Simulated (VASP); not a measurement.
# BiTe in VASP: further runs

The runs below take BiTe through single point, with PBEsol.

All numbers are computed with VASP 6.6.1; they aren't measurements. Logs are shortened: lines on timing, memory, paths and dates and some standing lists are left out, and cuts for length are marked.

### 1 The cell of the first run

It takes space group I4/mmm (No. 139, tetragonal). The conventional cell has a = 4.521 Å, b = 4.521 Å, c = 6.298 Å, α = 90.00°, β = 90.00°, γ = 90.00°. Within 4.1 Å of Bi (site symmetry 4/mmm) lie 6 Te at 3.15 to 3.20 Å. Te (site symmetry 4/mmm) has 6 Bi at 3.15 to 3.20 Å within 4.1 Å.

### 2 Single point, PBEsol (strain along c alone, the other axes held: -1.5 %)

INCAR reads:

```
ALGO = Normal
EDIFF = 1E-6
ENCUT = 520
GGA = PS
ISIF = 2
ISMEAR = 0
LASPH = T
LCHARG = F
LREAL = F
LWAVE = F
NBANDS = 29
NELM = 100
PREC = Accurate
SIGMA = 0.1
```

KPOINTS reads:

```
k-points
0
Gamma
  12 12 8
```

POSCAR reads:

```
BiTe
1.0
    3.1971538320      3.1971538320      0.0000000000
   -3.1971538320      3.1971538320      0.0000000000
    0.0000000000      0.0000000000      6.2983930490
Bi Te
2 2
Direct
    0.0000000000      0.0000000000      0.0000000000
    0.5000000000      0.5000000000      0.5000000000
    0.5000000000      0.5000000000      0.0000000000
    0.0000000000      0.0000000000      0.5000000000
```

Potentials or basis: VASP PAW PBE potentials, release 64 (Bi_d, Te).

Launch:

```bash
cat potpaw_PBE.64/Bi_d/POTCAR potpaw_PBE.64/Te/POTCAR > POTCAR
mpirun -np 1 vasp_std > vasp.out
```

OUTCAR:

```text
EDIFF = 1E-6
   ENCUT = 520
   GGA = PS
   ISIF = 2
   ISMEAR = 0
   LASPH = T
   LREAL = F
   NELM = 100
   PREC = Accurate

 ion  position               nearest neighbor table
   1  0.000  0.000  0.000-   4 3.15   4 3.15   3 3.20   3 3.20   3 3.20   3 3.20
   2  0.500  0.500  0.500-   3 3.15   3 3.15   4 3.20   4 3.20   4 3.20   4 3.20
   3  0.500  0.500  0.000-   2 3.15   2 3.15   1 3.20   1 3.20   1 3.20   1 3.20
   4  0.000  0.000  0.500-   1 3.15   1 3.15   2 3.20   2 3.20   2 3.20   2 3.20

  LATTYP: Found a simple tetragonal cell.
 ALAT       =     4.5214583102
 C/A-ratio  =     1.3930003589

  Lattice vectors:

 A1 = (   3.1971538320,   3.1971538320,   0.0000000000)
 A2 = (  -3.1971538320,   3.1971538320,   0.0000000000)
 A3 = (   0.0000000000,   0.0000000000,   6.2983930490)

Analysis of symmetry for initial positions (statically):
=====================================================================
 Subroutine PRICEL returns following result:

  LATTYP: Found a body centered tetragonal cell.
 ALAT       =     4.5214583102
 C/A-ratio  =     1.3930003589

  Lattice vectors:

 A1 = (   0.0000000000,  -3.1971538320,  -3.1491965245)
 A2 = (   0.0000000000,   3.1971538320,  -3.1491965245)
 A3 = (   3.1971538320,   0.0000000000,   3.1491965245)

   2 primitive cells build up your supercell.

 Routine SETGRP: Setting up the symmetry group for a
 simple tetragonal supercell.

 Subroutine GETGRP returns: Found 16 space group operations
 (whereof 16 operations were pure point group operations)
 out of a pool of 16 trial point group operations.

The static configuration has the point symmetry D_4h.

Analysis of symmetry for dynamics (positions and initial velocities):
=====================================================================
 Subroutine PRICEL returns following result:

  LATTYP: Found a body centered tetragonal cell.
 ALAT       =     4.5214583102
 C/A-ratio  =     1.3930003589

  Lattice vectors:

 A1 = (   0.0000000000,  -3.1971538320,  -3.1491965245)
 A2 = (   0.0000000000,   3.1971538320,  -3.1491965245)
 A3 = (   3.1971538320,   0.0000000000,   3.1491965245)

   2 primitive cells build up your supercell.

 Routine SETGRP: Setting up the symmetry group for a
 simple tetragonal supercell.

 Subroutine GETGRP returns: Found 16 space group operations
 (whereof 16 operations were pure point group operations)
 out of a pool of 16 trial point group operations.

The dynamic configuration has the point symmetry D_4h.

 Subroutine INISYM returns: Found 16 space group operations
 (whereof 16 operations are pure point group operations),
 and found     2 'primitive' translations

----------------------------------------------------------------------------------------

                                     Primitive cell

  volume of cell :      64.3809

  direct lattice vectors                    reciprocal lattice vectors
     0.000000000 -3.197153832 -3.149196524     0.156389097 -0.156389097 -0.158770657
     0.000000000  3.197153832 -3.149196525     0.156389097  0.156389097 -0.158770657
     3.197153832  0.000000000  3.149196525     0.312778194  0.000000000  0.000000000

  length of vectors
     4.487675498  4.487675498  4.487675498     0.272255800  0.272255800  0.312778194

  position of ions in fractional coordinates (direct lattice)
     0.000000000  0.000000000  0.000000000
     0.500000000  0.500000000  0.000000000

  ion indices of the primitive-cell ions
   primitive index   ion index
                 1           1
                 2           4

----------------------------------------------------------------------------------------

 KPOINTS: k-points

Automatic generation of k-mesh.
 Grid dimensions read from file:
 generate k-points for:   12   12    8

 Generating k-lattice:

  Cartesian coordinates                     Fractional coordinates (reciprocal lattice)
     0.013032425  0.013032425  0.000000000     0.083333333  0.000000000  0.000000000
    -0.013032425  0.013032425  0.000000000     0.000000000  0.083333333  0.000000000
     0.000000000  0.000000000  0.019846332     0.000000000  0.000000000  0.125000000

  Length of vectors
     0.018430632  0.018430632  0.019846332

  Shift w.r.t. Gamma in fractional coordinates (k-lattice)
     0.000000000  0.000000000  0.000000000

 Subroutine IBZKPT returns following result:
 ===========================================

 Found    140 irreducible k-points:

 Following reciprocal coordinates:
            Coordinates               Weight
  0.000000  0.000000  0.000000      1.000000
  0.083333  0.000000  0.000000      4.000000
  0.166667  0.000000  0.000000      4.000000
  0.250000  0.000000  0.000000      4.000000
  0.333333  0.000000  0.000000      4.000000
  0.416667  0.000000  0.000000      4.000000
[... 16 lines left out ...]
  0.333333  0.333333  0.000000      4.000000
  0.416667  0.333333  0.000000      8.000000
 [... further k-points ...]
   k-points           NKPTS =    140   k-points in BZ     NKDIM =    140   number of bands    NBANDS=     29
   number of dos      NEDOS =    301   number of ions     NIONS =      4
   total plane-waves  NPLWV =  62208
   dimension x,y,z NGX =    36 NGY =   36 NGZ =   48
   dimension x,y,z NGXF=    72 NGYF=   72 NGZF=   96
   ions per type =               2   2
   NGX,Y,Z   is equivalent  to a cutoff of  13.24, 13.24, 12.67 a.u.
   NGXF,Y,Z  is equivalent  to a cutoff of  26.47, 26.47, 25.34 a.u.
 SYSTEM =  unknown system
   PREC   = accura    normal or accurate (medium, high low for compatibility)
   ISTART =      0    job   : 0-new  1-cont  2-samecut
   ICHARG =      2    charge: 1-file 2-atom 10-const
   ISPIN  =      1    spin polarized calculation?
   LNONCOLLINEAR =      F non collinear calculations
   LSORBIT =      F    spin-orbit coupling
   LASPH  =      T    aspherical Exc in radial PAW
   ENCUT  =  520.0 eV  38.22 Ry    6.18 a.u.   8.41  8.41 11.71*2*pi/ulx,y,z
   NELM   =    100;   NELMIN=  2; NELMDL= -5     # of ELM steps
   EDIFF  = 0.1E-05   stopping-criterion for ELM
   LREAL  =      F    real-space projection
   EDIFFG = 0.1E-04   stopping-criterion for IOM
   NSW    =      0    number of steps for IOM
   IBRION =     -1    ionic relax: 0-MD 1-quasi-New 2-CG
   NFREE  =      0    steps in history (QN), initial steepest desc. (CG)
   ISIF   =      2    stress and relaxation
   ISYM   =      2    0-nonsym 1-usesym 2-fastsym
   POTIM  = 0.5000    time-step for ionic-motion
   TEBEG  =    0.0;   TEEND  =   0.0 temperature during run
   PSTRESS=    0.0 pullay stress
   NELECT =      42.0000    total number of electrons
   NUPDOWN=      -1.0000    fix difference up-down
   EMIN   =  10.00;   EMAX   =-10.00  energy-range for DOS
   EFERMI =   0.00;   METHOD = LEGACY
   ISMEAR =     0;   SIGMA  =   0.10  broadening in eV -4-tet -1-fermi 0-gaus
   EFERMI_NEDOS =   21; number of points for ismear=-14 and -15
   IALGO  =     38    algorithm
   IMIX   =      4    mixing-type and parameters
     AMIX     =   0.40;   BMIX     =  1.00
     AMIX_MAG =   1.60;   BMIX_MAG =  1.00
  volume/ion in A,a.u.               =      32.19       217.23
  Fermi-wavevector in a.u.,A,eV,Ry     =   1.126927  2.129583 17.278905  1.269964
  Thomas-Fermi vector in A             =   2.263611
   LORBIT       =      0    0 simple, 1 ext, 2 COOP (PROOUT), +10 PAW based schemes
   GGA     = PS    functional components
   LHFCALC =     F    Hartree Fock is set to
   AEXX    =    0.0000 exact exchange contribution
   IVDW    =     0    specifies the selected vdW correction
   LEPSILON=     F    determine dielectric tensor
   LRPA    =     F    only Hartree local field effects (RPA)
 non-spin polarized calculation
 Gauss-broadening in eV      SIGMA  =   0.10
  energy-cutoff  :      520.00
  volume of cell :      128.76
 maximum number of plane-waves:      3491
 NGX is ok and might be reduce to    36
   NGX = 17   NGY = 17   NGZ = 23

 number of electron      42.0000008 magnetization

 Free energy of the ion-electron system (eV)
  ---------------------------------------------------
  ext. energy  EPLUGINS =         0.00000000
  ---------------------------------------------------
  free energy    TOTEN  =       -15.97853994 eV

  energy without entropy =      -15.96697596  energy(sigma->0) =      -15.97275795

 E-fermi :   7.0904     XC(G=0):  -9.8183

 val. band max:        7.0894908853   @ k =   0.1667   0.1667   0.5000
 cond. band min:       7.0939296247   @ k =   0.4167   0.0833   0.3750
 fundamental gap:      0.0044387394
 Fermi energy:         7.0904308764

 k-point     1 :       0.0000    0.0000    0.0000
  band No.  band energies     occupation
      1     -15.9889      2.00000
      2     -15.9688      2.00000
      3     -15.9635      2.00000
      4     -15.9606      2.00000
      5     -15.9595      2.00000
      6     -15.9595      2.00000
[... 21 lines left out ...]
     28      11.6350      0.00000
     29      11.7478      0.00000

 k-point     2 :       0.0833    0.0000    0.0000
  band No.  band energies     occupation
      1     -15.9882      2.00000
      2     -15.9688      2.00000
      3     -15.9638      2.00000
      4     -15.9601      2.00000
      5     -15.9594      2.00000
      6     -15.9592      2.00000
[... 21 lines left out ...]
     28      11.6768      0.00000
     29      11.9223      0.00000

 k-point     3 :       0.1667    0.0000    0.0000
  band No.  band energies     occupation
      1     -15.9864      2.00000
      2     -15.9691      2.00000
      3     -15.9647      2.00000
      4     -15.9592      2.00000
      5     -15.9592      2.00000
      6     -15.9585      2.00000
[... 21 lines left out ...]
     28      11.8022      0.00000
     29      12.2847      0.00000

 k-point     4 :       0.2500    0.0000    0.0000
  band No.  band energies     occupation
      1     -15.9839      2.00000
      2     -15.9698      2.00000
      3     -15.9658      2.00000
      4     -15.9614      2.00000
      5     -15.9587      2.00000
      6     -15.9573      2.00000
[... 597 lines left out ...]
     28      11.1294      0.00000
     29      14.9950      0.00000

 k-point    23 :       0.3333    0.3333    0.0000
  band No.  band energies     occupation
      1     -15.9815      2.00000
      2     -15.9791      2.00000
      3     -15.9637      2.00000
      4     -15.9628      2.00000
      5     -15.9626      2.00000
      6     -15.9595      2.00000
[... 21 lines left out ...]
     28      11.7806      0.00000
     29      13.6727      0.00000

 k-point    24 :       0.4167    0.3333    0.0000
  band No.  band energies     occupation
      1     -15.9820      2.00000
      2     -15.9810      2.00000
      3     -15.9630      2.00000
      4     -15.9630      2.00000
      5     -15.9623      2.00000
      6     -15.9613      2.00000
[... 21 lines left out ...]
     28      11.7990      0.00000
     29      14.5688      0.00000

 [... further k-points ...]
[... 5 lines left out ...]
  --------------------------------------------------------------------------------------
  -------------------------------------------------------------------------------------
  Total        0.1367301      0.1367301      1.5941631      0.0000000      0.0000000      0.0000000
  in kB        1.7013271      1.7013271     19.8361099      0.0000000      0.0000000      0.0000000
  external PRESSURE =       7.7462547 kB  Pullay stress =       0.0000000 kB

 VOLUME and BASIS-vectors are now :
 -----------------------------------------------------------------------------
  energy-cutoff  :      520.00
  volume of cell :      128.76
      direct lattice vectors                 reciprocal lattice vectors
     3.197153832  3.197153832  0.000000000     0.156389097  0.156389097  0.000000000
    -3.197153832  3.197153832  0.000000000    -0.156389097  0.156389097  0.000000000
     0.000000000  0.000000000  6.298393049     0.000000000  0.000000000  0.158770657

 POSITION                                       TOTAL-FORCE (eV/Angst)
 -----------------------------------------------------------------------------------
      0.00000      0.00000      0.00000        -0.000000      0.000000     -0.000000
      0.00000      3.19715      3.14920         0.000000     -0.000000      0.000000
      0.00000      3.19715      0.00000         0.000000     -0.000000     -0.000000
      0.00000      0.00000      3.14920         0.000000     -0.000000     -0.000000
 -----------------------------------------------------------------------------------
    total drift:                               -0.000000      0.000000      0.000000

  FREE ENERGIE OF THE ION-ELECTRON SYSTEM (eV)
  ---------------------------------------------------
  free  energy   TOTEN  =       -15.9785399407 eV

  energy  without entropy=      -15.9669759584  energy(sigma->0) =      -15.97275795
```

Run time: 2.4 min. Hardware: 1 thread of Intel Xeon 6975P-C (Granite Rapids), shared host; peak memory 0.56 GiB.

Results:

| Item | Value |
| --- | --- |
| Free energy | -15.9785 eV |
| Pressure | 0.8 GPa |
| Band gap on the k mesh | zero (bands 21 and 22 overlap by 3.32 eV) |

Caveat: the cell differs from its parent crystal (strain along c alone, the other axes held: -1.5 %); the PAW data sets were made with another functional, which shifts forces and pressure a little; spin-orbit coupling is left out, which moves the levels of the heavy elements.

### 3 Single point, PBEsol

This run uses another cell than the first one, of 32.68 Å³/atom.

INCAR reads:

```
SYSTEM = BiTe
PREC = Accurate
ENCUT = 520
EDIFF = 1E-7
ISMEAR = 0
SIGMA = 0.1
LREAL = .False.
LASPH = .True.
NELM = 80
ALGO = Fast
ISIF = 2
LWAVE = .False.
LCHARG = .False.
GGA = PS
NBANDS = 29
```

KPOINTS reads:

```
Automatic mesh
0
Gamma
  12 12 8
  0 0 0
```

POSCAR reads:

```
BiTe
1.0
    3.1971538295      3.1971538295      0.0000000000
   -3.1971538295      3.1971538295      0.0000000000
    0.0000000000      0.0000000000      6.3943076590
Bi Te
2 2
Direct
    0.0000000000      0.0000000000      0.0000000000
    0.5000000000      0.5000000000      0.5000000000
    0.5000000000      0.5000000000      0.0000000000
    0.0000000000      0.0000000000      0.5000000000
```

Potentials or basis: VASP PAW PBE potentials, release 64 (Bi_d, Te).

Launch:

```bash
cat potpaw_PBE.64/Bi_d/POTCAR potpaw_PBE.64/Te/POTCAR > POTCAR
mpirun -np 1 vasp_std > vasp.out
```

OUTCAR:

```text
SYSTEM = BiTe
   PREC = Accurate
   ENCUT = 520
   EDIFF = 1E-7
   ISMEAR = 0
   LREAL = .False.
   LASPH = .True.
   NELM = 80
   ISIF = 2
   GGA = PS

 ion  position               nearest neighbor table
   1  0.000  0.000  0.000-   3 3.20   4 3.20   4 3.20   3 3.20   3 3.20   3 3.20
   2  0.500  0.500  0.500-   3 3.20   4 3.20   3 3.20   4 3.20   4 3.20   4 3.20
   3  0.500  0.500  0.000-   1 3.20   2 3.20   2 3.20   1 3.20   1 3.20   1 3.20
   4  0.000  0.000  0.500-   1 3.20   2 3.20   1 3.20   2 3.20   2 3.20   2 3.20

  LATTYP: Found a simple tetragonal cell.
 ALAT       =     4.5214583067
[... 985 lines left out ...]
  --------------------------------------------------------------------------------------
  -------------------------------------------------------------------------------------
  Total       -0.0140830     -0.0140830     -0.0422692      0.0000000     -0.0000000      0.0000000
  in kB       -0.1726062     -0.1726062     -0.5180653      0.0000000     -0.0000000      0.0000000
  external PRESSURE =      -0.2877593 kB  Pullay stress =       0.0000000 kB

 VOLUME and BASIS-vectors are now :
 -----------------------------------------------------------------------------
  energy-cutoff  :      520.00
  volume of cell :      130.72
      direct lattice vectors                 reciprocal lattice vectors
     3.197153829  3.197153829  0.000000000     0.156389097  0.156389097  0.000000000
    -3.197153829  3.197153829  0.000000000    -0.156389097  0.156389097  0.000000000
     0.000000000  0.000000000  6.394307659     0.000000000  0.000000000  0.156389097

 POSITION                                       TOTAL-FORCE (eV/Angst)
 -----------------------------------------------------------------------------------
      0.00000      0.00000      0.00000        -0.000000     -0.000000      0.000000
      0.00000      3.19715      3.19715        -0.000000      0.000000     -0.000000
      0.00000      3.19715      0.00000         0.000000     -0.000000      0.000000
      0.00000      0.00000      3.19715         0.000000     -0.000000      0.000000
 -----------------------------------------------------------------------------------
    total drift:                               -0.000000      0.000000      0.000000

  FREE ENERGIE OF THE ION-ELECTRON SYSTEM (eV)
  ---------------------------------------------------
  free  energy   TOTEN  =       -15.9912093073 eV

  energy  without entropy=      -15.9801606388  energy(sigma->0) =      -15.98568497
```

OSZICAR:

```text
N       E                     dE             d eps       ncg     rms          rms(c)
DAV:   1     0.395031638354E+03    0.39503E+03   -0.19830E+04  8120   0.147E+03
DAV:   2     0.239496745517E+02   -0.37108E+03   -0.36122E+03  8417   0.393E+02
DAV:   3    -0.143747630374E+02   -0.38324E+02   -0.37398E+02 10081   0.139E+02
DAV:   4    -0.159558194622E+02   -0.15811E+01   -0.15715E+01  9248   0.293E+01
DAV:   5    -0.160366503982E+02   -0.80831E-01   -0.80821E-01 11870   0.655E+00    0.980E+00
RMM:   6    -0.159916137502E+02    0.45037E-01   -0.83489E-02  9133   0.185E+00    0.584E+00
RMM:   7    -0.159932961836E+02   -0.16824E-02   -0.40393E-02  9203   0.995E-01    0.417E-01
RMM:   8    -0.159910125745E+02    0.22836E-02   -0.66751E-03  9717   0.760E-01    0.464E-02
RMM:   9    -0.159911823796E+02   -0.16981E-03   -0.16315E-03 12082   0.276E-01    0.552E-02
RMM:  10    -0.159912100945E+02   -0.27715E-04   -0.31558E-04 13944   0.125E-01    0.576E-02
RMM:  11    -0.159912131219E+02   -0.30274E-05   -0.35680E-05 13372   0.357E-02    0.443E-02
RMM:  12    -0.159912076876E+02    0.54343E-05   -0.13331E-05  9177   0.293E-02    0.601E-02
RMM:  13    -0.159912083916E+02   -0.70398E-06   -0.28971E-06 12608   0.121E-02    0.213E-02
RMM:  14    -0.159912087568E+02   -0.36525E-06   -0.71171E-07  8942   0.506E-03    0.103E-02
RMM:  15    -0.159912092976E+02   -0.54075E-06   -0.19830E-07  6050   0.283E-03    0.298E-03
RMM:  16    -0.159912093073E+02   -0.97871E-08   -0.55805E-08  5039   0.193E-03
   1 F= -.15991209E+02 E0= -.15985685E+02  d E =-.110487E-01
```

Run time: 15 min. Hardware: 1 thread of AMD EPYC 9755, shared host; peak memory 0.52 GiB.

Results:

* Free energy: -15.9912 eV
* Pressure: 0.0 GPa
* Band gap on the k mesh: zero (bands 21 and 22 overlap by 3.36 eV)

Caveat: the PAW data sets were made with another functional, which shifts forces and pressure a little; spin-orbit coupling is left out, which moves the levels of the heavy elements.

The gap in the log of VASP goes by the Fermi energy; the results here count the filled bands.